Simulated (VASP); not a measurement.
**SiO2: single point with r2SCAN**

Crystal: SiO2.

```
CELL_PARAMETERS angstrom
4.01778 0.00000 0.00000
0.00000 4.01778 0.00000
0.00000 0.00000 2.73144
ATOMIC_POSITIONS crystal
Si 0.00000 0.00000 0.00000
Si 0.50000 0.50000 0.50000
O 0.30321 0.30321 0.00000
O 0.19679 0.80321 0.50000
O 0.80321 0.19679 0.50000
O 0.69679 0.69679 0.00000
```

This cell differs from its parent crystal: epitaxial xy strain -4.0%.

```
Program                : VASP 6.6.1
Task                   : single point
Functional             : r2SCAN
Potentials or basis    : VASP PAW PBE potentials, release 64 (Si, O)
Cutoff                 : 520 eV
k mesh                 : 6 × 6 × 10
Occupations            : gaussian, width 0.01 eV
Spin                   : no spin polarisation
Dipole correction      : no
Further INCAR settings : ALGO = Normal; EDIFF = 1e-06; NBANDS = 25
```

```yaml
Pressure: 19.3 GPa
Band_gap_on_the_k_mesh: 7.01 eV, direct
```

Stress tensor (GPa, compression positive):
```
28.60  0.00  0.00
 0.00 28.60  0.00
 0.00  0.00  0.81
```

Levels at points of the mesh, in eV from the valence-band top:
| k point | band 14 | band 15 | band 16 | band 17 | band 18 | band 19 |
| --- | --- | --- | --- | --- | --- | --- |
| (0.00, 0.00, 0.00) | -0.85 | -0.85 | 0.00 | 7.01 | 7.27 | 9.00 |
| (0.50, 0.00, 0.00) | -2.97 | -1.04 | -1.04 | 8.85 | 8.85 | 9.78 |
| (0.50, 0.50, 0.00) | -3.12 | -2.28 | -2.28 | 8.62 | 8.62 | 11.01 |
| (0.00, 0.00, 0.50) | -3.61 | -2.80 | -2.80 | 11.10 | 11.10 | 14.13 |
| (0.50, 0.00, 0.50) | -2.26 | -1.87 | -1.87 | 10.52 | 10.52 | 12.24 |
| (0.50, 0.50, 0.50) | -1.67 | -1.58 | -1.58 | 8.98 | 8.98 | 12.81 |

Wall time 120 s on 1 thread of Intel(R) Xeon(R) Platinum 8559C (Emerald Rapids), with other jobs on the host, peak memory 0.18 GiB.

Caveat: the cell differs from its parent crystal (epitaxial xy strain -4.0%); the PAW data sets were made with another functional, which shifts forces and pressure a little. A k mesh can miss the band edges.
